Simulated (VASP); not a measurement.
# Sb (Pm-3m) in VASP: notebook

Runs on Sb. Level: LDA. Tasks: single point.

Program: VASP 6.6.1. These are calculated values, not measurements. Logs are shortened: lines on timing, memory, paths and dates and some standing lists are left out, and cuts for length are marked.

### Step 1. The cell of the first run

The structure is cubic, space group Pm-3m (No. 221). The conventional cell has a = 3.039 Å, b = 3.039 Å, c = 3.039 Å, α = 90.00°, β = 90.00°, γ = 90.00°. Within 4.0 Å of Sb (site symmetry m-3m) lie 6 Sb at 3.04 Å.

### Step 2. Single point, LDA

The input, INCAR:

```
SYSTEM = Sb
  PREC = Accurate
  ENCUT = 520
  EDIFF = 1E-6
  ISMEAR = -1
  SIGMA = 0.1
  LREAL = .FALSE.
  LASPH = .TRUE.
  NELM = 80
  ALGO = Normal
  ISIF = 2
  LWAVE = .FALSE.
  LCHARG = .FALSE.
  NBANDS = 8
```

The input, KPOINTS:

```
Automatic mesh
0
G
  10 10 10
  0 0 0
```

The input, POSCAR:

```
Sb
1.0
    3.0386054025      0.0000000000      0.0000000000
    0.0000000000      3.0386054025      0.0000000000
    0.0000000000      0.0000000000      3.0386054025
Sb
1
Direct
    0.0000000000      0.0000000000      0.0000000000
```

Potentials or basis: VASP PAW LDA potentials, release 64 (Sb).

Started as:

```console
> cat potpaw_LDA.64/Sb/POTCAR > POTCAR
> mpirun -np 1 vasp_std > vasp.out
```

OUTCAR:

```text
SYSTEM = Sb
   PREC = Accurate
   ENCUT = 520
   EDIFF = 1E-6
   ISMEAR = -1
   LREAL = .FALSE.
   LASPH = .TRUE.
   NELM = 80
   ISIF = 2

 ion  position               nearest neighbor table
   1  0.000  0.000  0.000-

  LATTYP: Found a simple cubic cell.
 ALAT       =     3.0386054025

  Lattice vectors:

 A1 = (   3.0386054025,   0.0000000000,   0.0000000000)
 A2 = (   0.0000000000,   3.0386054025,   0.0000000000)
 A3 = (   0.0000000000,   0.0000000000,   3.0386054025)

Analysis of symmetry for initial positions (statically):
=====================================================================
 Subroutine PRICEL returns:
 Original cell was already a primitive cell.

 Routine SETGRP: Setting up the symmetry group for a
 simple cubic supercell.

 Subroutine GETGRP returns: Found 48 space group operations
 (whereof 48 operations were pure point group operations)
 out of a pool of 48 trial point group operations.

The static configuration has the point symmetry O_h .

Analysis of symmetry for dynamics (positions and initial velocities):
=====================================================================
 Subroutine PRICEL returns:
 Original cell was already a primitive cell.

 Routine SETGRP: Setting up the symmetry group for a
 simple cubic supercell.

 Subroutine GETGRP returns: Found 48 space group operations
 (whereof 48 operations were pure point group operations)
 out of a pool of 48 trial point group operations.

The dynamic configuration has the point symmetry O_h .

 Subroutine INISYM returns: Found 48 space group operations
 (whereof 48 operations are pure point group operations),
 and found     1 'primitive' translations

----------------------------------------------------------------------------------------

                                     Primitive cell

  volume of cell :      28.0558

  direct lattice vectors                    reciprocal lattice vectors
     3.038605402  0.000000000  0.000000000     0.329098342  0.000000000  0.000000000
     0.000000000  3.038605402  0.000000000     0.000000000  0.329098342  0.000000000
     0.000000000  0.000000000  3.038605402     0.000000000  0.000000000  0.329098342

  length of vectors
     3.038605402  3.038605402  3.038605402     0.329098342  0.329098342  0.329098342

  position of ions in fractional coordinates (direct lattice)
     0.000000000  0.000000000  0.000000000

  ion indices of the primitive-cell ions
[... 69 lines left out ...]
   LNONCOLLINEAR =      F non collinear calculations
   LSORBIT =      F    spin-orbit coupling
   LASPH  =      T    aspherical Exc in radial PAW
   ENCUT  =  520.0 eV  38.22 Ry    6.18 a.u.   5.65  5.65  5.65*2*pi/ulx,y,z
   NELM   =     80;   NELMIN=  2; NELMDL= -5     # of ELM steps
   EDIFF  = 0.1E-05   stopping-criterion for ELM
   LREAL  =      F    real-space projection
   EDIFFG = 0.1E-04   stopping-criterion for IOM
   NSW    =      0    number of steps for IOM
   IBRION =     -1    ionic relax: 0-MD 1-quasi-New 2-CG
   NFREE  =      0    steps in history (QN), initial steepest desc. (CG)
   ISIF   =      2    stress and relaxation
   ISYM   =      2    0-nonsym 1-usesym 2-fastsym
   POTIM  = 0.5000    time-step for ionic-motion
   TEBEG  =    0.0;   TEEND  =   0.0 temperature during run
   PSTRESS=    0.0 pullay stress
   NELECT =       5.0000    total number of electrons
   NUPDOWN=      -1.0000    fix difference up-down
   EMIN   =  10.00;   EMAX   =-10.00  energy-range for DOS
   EFERMI =   0.00;   METHOD = LEGACY
   ISMEAR =    -1;   SIGMA  =   0.10  broadening in eV -4-tet -1-fermi 0-gaus
   EFERMI_NEDOS =   21; number of points for ismear=-14 and -15
   IALGO  =     38    algorithm
   IMIX   =      4    mixing-type and parameters
     AMIX     =   0.40;   BMIX     =  1.00
     AMIX_MAG =   1.60;   BMIX_MAG =  1.00
  volume/ion in A,a.u.               =      28.06       189.33
  Fermi-wavevector in a.u.,A,eV,Ry     =   0.921278  1.740962 11.547978  0.848752
  Thomas-Fermi vector in A             =   2.046676
   LORBIT       =      0    0 simple, 1 ext, 2 COOP (PROOUT), +10 PAW based schemes
   GGA     = CA    functional components
   LHFCALC =     F    Hartree Fock is set to
   AEXX    =    0.0000 exact exchange contribution
   IVDW    =     0    specifies the selected vdW correction
   LEPSILON=     F    determine dielectric tensor
   LRPA    =     F    only Hartree local field effects (RPA)
 non-spin polarized calculation
  energy-cutoff  :      520.00
  volume of cell :       28.06
 maximum number of plane-waves:       772
 NGX is ok and might be reduce to    24
   NGX = 11   NGY = 11   NGZ = 11

 number of electron       5.0000000 magnetization

 Free energy of the ion-electron system (eV)
  ---------------------------------------------------
  ext. energy  EPLUGINS =         0.00000000
  ---------------------------------------------------
  free energy    TOTEN  =        -4.80989172 eV

  energy without entropy =       -4.79820238  energy(sigma->0) =       -4.80404705

 E-fermi :   7.6982     XC(G=0): -10.0565

 val. band max:        7.6213700689   @ k =   0.5000   0.3000   0.3000
 cond. band min:       7.7209540018   @ k =   0.2000   0.2000   0.0000
 fundamental gap:      0.0995839329
 Fermi energy:         7.6981719832

 k-point     1 :       0.0000    0.0000    0.0000
  band No.  band energies     occupation
      1      -5.0878      2.00000
      2      11.1842      0.00000
      3      11.1842      0.00000
      4      11.1842      0.00000
      5      14.7541      0.00000
      6      14.7541      0.00000
      7      16.3772      0.00000
      8      24.6010      0.00000
[... 243 lines left out ...]
 k-point    24 :       0.3000    0.1000    0.1000
  band No.  band energies     occupation
      1      -3.4544      2.00000
      2       4.8118      2.00000
      3      10.7390      0.00000
      4      11.0774      0.00000
      5      17.7071      0.00000
      6      17.8086      0.00000
      7      18.8840      0.00000
      8      19.9260      0.00000

 [... further k-points ...]
[... 5 lines left out ...]
  --------------------------------------------------------------------------------------
  -------------------------------------------------------------------------------------
  Total        0.0459071      0.0459071      0.0459071      0.0000000      0.0000000      0.0000000
  in kB        2.6216042      2.6216042      2.6216042      0.0000000      0.0000000      0.0000000
  external PRESSURE =       2.6216042 kB  Pullay stress =       0.0000000 kB

 VOLUME and BASIS-vectors are now :
 -----------------------------------------------------------------------------
  energy-cutoff  :      520.00
  volume of cell :       28.06
      direct lattice vectors                 reciprocal lattice vectors
     3.038605402  0.000000000  0.000000000     0.329098342  0.000000000  0.000000000
     0.000000000  3.038605402  0.000000000     0.000000000  0.329098342  0.000000000
     0.000000000  0.000000000  3.038605402     0.000000000  0.000000000  0.329098342

 POSITION                                       TOTAL-FORCE (eV/Angst)
 -----------------------------------------------------------------------------------
      0.00000      0.00000      0.00000         0.000000      0.000000      0.000000
 -----------------------------------------------------------------------------------
    total drift:                               -0.000000      0.000000      0.000000

  FREE ENERGIE OF THE ION-ELECTRON SYSTEM (eV)
  ---------------------------------------------------
  free  energy   TOTEN  =        -4.8098917233 eV

  energy  without entropy=       -4.7982023837  energy(sigma->0) =       -4.80404705
```

stdout:

```text
POSCAR found type information on POSCAR Sb
 POSCAR found :  1 types and       1 ions
 scaLAPACK will be used
 LDA part: xc-table for (Slater(with rela. corr.)+CA(PZ))
 , standard interpolation
 POSCAR, INCAR and KPOINTS ok, starting setup
 FFT: planning ... GRIDC
 FFT: planning ... GRID_SOFT
 FFT: planning ... GRID
 WAVECAR not read
 entering main loop
```

Run time: 2.8 s. Hardware: 1 thread of Intel Xeon 6975P-C (Granite Rapids), shared host; peak memory 0.13 GiB.

Results:

```yaml
Free_energy: -4.8099 eV
Pressure: 0.3 GPa
```

Caveat: spin-orbit coupling is left out, which moves the levels of the heavy elements.

### Step 3. Single point, LDA (volume scaled by 0.88)

INCAR is that of step 2.

The input, KPOINTS:

```
Automatic mesh
0
G
  12 12 12
  0 0 0
```

The input, POSCAR:

```
Sb
1.0
    2.9118468527      0.0000000000      0.0000000000
    0.0000000000      2.9118468527      0.0000000000
    0.0000000000      0.0000000000      2.9118468527
Sb
1
Direct
    0.0000000000      0.0000000000      0.0000000000
```

Potentials or basis: VASP PAW LDA potentials, release 64 (Sb).

Started as:

```console
> cat potpaw_LDA.64/Sb/POTCAR > POTCAR
> mpirun -np 1 vasp_std > vasp.out
```

OUTCAR:

```text
SYSTEM = Sb
   PREC = Accurate
   ENCUT = 520
   EDIFF = 1E-6
   ISMEAR = -1
   LREAL = .FALSE.
   LASPH = .TRUE.
   NELM = 80
   ISIF = 2

 ion  position               nearest neighbor table
   1  0.000  0.000  0.000-

  LATTYP: Found a simple cubic cell.
 ALAT       =     2.9118468527

  Lattice vectors:

 A1 = (   2.9118468527,   0.0000000000,   0.0000000000)
 A2 = (   0.0000000000,   2.9118468527,   0.0000000000)
 A3 = (   0.0000000000,   0.0000000000,   2.9118468527)

Analysis of symmetry for initial positions (statically):
=====================================================================
 Subroutine PRICEL returns:
 Original cell was already a primitive cell.

 Routine SETGRP: Setting up the symmetry group for a
 simple cubic supercell.

 Subroutine GETGRP returns: Found 48 space group operations
 (whereof 48 operations were pure point group operations)
 out of a pool of 48 trial point group operations.

The static configuration has the point symmetry O_h .

Analysis of symmetry for dynamics (positions and initial velocities):
=====================================================================
 Subroutine PRICEL returns:
[... 153 lines left out ...]
  energy without entropy =       -4.65431384  energy(sigma->0) =       -4.66259868

 E-fermi :   9.7298     XC(G=0): -10.6099

 val. band max:        9.7020539769   @ k =   0.1667   0.0833   0.0833
 cond. band min:       9.7520561495   @ k =   0.4167   0.2500   0.0833
 fundamental gap:      0.0500021726
 Fermi energy:         9.7297947264

 k-point     1 :       0.0000    0.0000    0.0000
  band No.  band energies     occupation
      1      -4.3923      2.00000
      2      13.3322      0.00000
      3      13.3322      0.00000
      4      13.3322      0.00000
      5      16.7143      0.00000
      6      16.7143      0.00000
      7      19.0477      0.00000
      8      26.9894      0.00000
[... 243 lines left out ...]
 k-point    24 :       0.4167    0.3333    0.0000
  band No.  band energies     occupation
      1       0.2162      2.00000
      2       5.0383      2.00000
      3       7.5272      2.00000
      4      13.3726      0.00000
      5      17.5787      0.00000
      6      21.0349      0.00000
      7      22.8933      0.00000
      8      23.3159      0.00000

 [... further k-points ...]
[... 5 lines left out ...]
  --------------------------------------------------------------------------------------
  -------------------------------------------------------------------------------------
  Total        1.8546008      1.8546008      1.8546008     -0.0000000     -0.0000000      0.0000000
  in kB      120.3525877    120.3525877    120.3525877     -0.0000000     -0.0000000      0.0000000
  external PRESSURE =     120.3525877 kB  Pullay stress =       0.0000000 kB

 VOLUME and BASIS-vectors are now :
 -----------------------------------------------------------------------------
  energy-cutoff  :      520.00
  volume of cell :       24.69
      direct lattice vectors                 reciprocal lattice vectors
     2.911846853  0.000000000  0.000000000     0.343424655  0.000000000  0.000000000
     0.000000000  2.911846853  0.000000000     0.000000000  0.343424655  0.000000000
     0.000000000  0.000000000  2.911846853     0.000000000  0.000000000  0.343424655

 POSITION                                       TOTAL-FORCE (eV/Angst)
 -----------------------------------------------------------------------------------
      0.00000      0.00000      0.00000         0.000000      0.000000      0.000000
 -----------------------------------------------------------------------------------
    total drift:                                0.000000      0.000000      0.000000

  FREE ENERGIE OF THE ION-ELECTRON SYSTEM (eV)
  ---------------------------------------------------
  free  energy   TOTEN  =        -4.6708835225 eV

  energy  without entropy=       -4.6543138417  energy(sigma->0) =       -4.66259868
```

OSZICAR:

```text
N       E                     dE             d eps       ncg     rms          rms(c)
DAV:   1     0.595318610417E+01    0.59532E+01   -0.16616E+03  1360   0.408E+02
DAV:   2    -0.456492315853E+01   -0.10518E+02   -0.10066E+02  1960   0.563E+01
DAV:   3    -0.468501661601E+01   -0.12009E+00   -0.11998E+00  1512   0.690E+00
DAV:   4    -0.468552681677E+01   -0.51020E-03   -0.51020E-03  2096   0.552E-01
DAV:   5    -0.468552815456E+01   -0.13378E-05   -0.13376E-05  1648   0.165E-02    0.284E+00
DAV:   6    -0.467609802921E+01    0.94301E-02   -0.16368E-03  1640   0.209E-01    0.172E+00
DAV:   7    -0.467089164079E+01    0.52064E-02   -0.34112E-03  1552   0.310E-01    0.387E-02
DAV:   8    -0.467088250326E+01    0.91375E-05   -0.13424E-04  1528   0.723E-02    0.855E-03
DAV:   9    -0.467088355325E+01   -0.10500E-05   -0.22508E-06  2048   0.103E-02    0.469E-03
DAV:  10    -0.467088352253E+01    0.30722E-07   -0.42275E-07  1408   0.325E-03
   1 F= -.46708835E+01 E0= -.46625987E+01  d E =-.165697E-01
```

Run time: 4.3 s. Hardware: 1 thread of Intel Xeon 6975P-C (Granite Rapids), shared host; peak memory 0.13 GiB.

Results:

```yaml
Free_energy: -4.6709 eV
Pressure: 12.0 GPa
```

Levels at points of the mesh, in eV from the Fermi level:
| k point | band 1 | band 2 | band 3 | band 4 | band 5 | band 6 | band 7 | band 8 |
| --- | --- | --- | --- | --- | --- | --- | --- | --- |
| (0.00, 0.00, 0.00) | -14.12 | 3.60 | 3.60 | 3.60 | 6.98 | 6.98 | 9.32 | 17.26 |
| (0.50, 0.00, 0.00) | -10.95 | -7.08 | 6.28 | 6.28 | 9.27 | 10.94 | 11.43 | 11.62 |
| (0.50, 0.50, 0.00) | -7.50 | -4.54 | -4.54 | 1.37 | 9.18 | 13.49 | 13.49 | 13.68 |
| (0.50, 0.50, 0.50) | -3.47 | -2.11 | -2.11 | -2.11 | 4.47 | 4.47 | 4.47 | 6.27 |

Caveat: spin-orbit coupling is left out, which moves the levels of the heavy elements.

### Step 4. Single point, LDA (volume scaled by 0.96)

The input, INCAR:

```
SYSTEM = Sb
PREC = Accurate ; ENCUT = 520
EDIFF = 1E-7 ; ISMEAR = -1
SIGMA = 0.1 ; LREAL = .False.
LASPH = .True. ; NELM = 80
ALGO = Normal ; ISIF = 2
LWAVE = .False. ; LCHARG = .False.
GGA = CA ; NBANDS = 8
```

The input, KPOINTS:

```
regular mesh
0
Gamma
  12 12 12
  0 0 0
```

The input, POSCAR:

```
Sb
1.0
    2.9975381331      0.0000000000      0.0000000000
    0.0000000000      2.9975381331      0.0000000000
    0.0000000000      0.0000000000      2.9975381331
Sb
1
Direct
    0.0000000000      0.0000000000      0.0000000000
```

Started as:

```console
> cat potpaw_LDA.64/Sb/POTCAR > POTCAR
> mpirun -np 1 vasp_std > vasp.out
```

Run time: 3.9 s. Hardware: 1 thread of Intel Xeon 6975P-C (Granite Rapids), shared host; peak memory 0.13 GiB.

Results (log left out):

```
Free energy : -4.7745 eV
Pressure    : 3.4 GPa
```

Levels at points of the mesh, in eV from the Fermi level:
| k point | band 1 | band 2 | band 3 | band 4 | band 5 | band 6 | band 7 | band 8 |
| --- | --- | --- | --- | --- | --- | --- | --- | --- |
| (0.00, 0.00, 0.00) | -13.33 | 3.39 | 3.39 | 3.39 | 6.90 | 6.90 | 8.74 | 16.88 |
| (0.50, 0.00, 0.00) | -10.53 | -6.39 | 5.73 | 5.73 | 9.03 | 10.74 | 11.39 | 11.39 |
| (0.50, 0.50, 0.00) | -7.52 | -4.09 | -4.09 | 1.72 | 8.17 | 13.10 | 13.18 | 13.18 |
| (0.50, 0.50, 0.50) | -4.10 | -1.92 | -1.92 | -1.92 | 4.61 | 4.61 | 4.61 | 6.55 |

Caveat: spin-orbit coupling is left out, which moves the levels of the heavy elements.

### Step 5. Overview

```csv
cell,k mesh,gap on the mesh (eV),pressure (GPa)
"a = 3.039 Å, 1 atom",10 × 10 × 10,none,0.3
"a = 2.912 Å, 1 atom",12 × 12 × 12,none,12.0
"a = 2.998 Å, 1 atom",12 × 12 × 12,none,3.4
```

Alike in all rows: task single point; level LDA; potentials or basis VASP PAW LDA potentials, release 64 (Sb); no spin polarisation; cutoff (eV) 520; smearing fermi-dirac 0.1 eV.

Caveats: spin-orbit coupling is left out, which moves the levels of the heavy elements.

Total energies depend on the potentials used, so only differences within one code and one set of settings carry meaning.
